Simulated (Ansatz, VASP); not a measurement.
# PbSe: VASP beside Ansatz

```xyz
2
Lattice="0.0000 2.9996 2.9996 2.9996 0.0000 2.9996 2.9996 2.9996 0.0000" Properties=species:S:1:pos:R:3 pbc="T T T"
Pb    0.0000    0.0000    0.0000
Se    2.9996    2.9996    2.9996
```

Change from the starting cell: volume scaled by 0.94, crystal datasets.

Alike in both runs: task electric field gradients; functional PBEsol; k mesh 7 × 7 × 7; occupations fermi-dirac, width 0.02 eV; no spin polarisation.

|  | VASP | Ansatz |
| --- | --- | --- |
| version | VASP 6.6.1 | Ansatz 0.2.0 |
| potentials or method | VASP PAW PBE potentials, release 64 (Pb_d, Se), cutoff 520 eV | all-electron PAW with datasets made for the crystal, scalar-relativistic |

```tsv
	VASP	Ansatz	Ansatz less VASP
pressure (GPa)	3.0	3.0	-0.01
```

VASP's potentials were made for PBE, not for PBEsol. Ansatz ran all-electron here, and VASP with PAW potentials.

Spin-orbit coupling is off throughout.
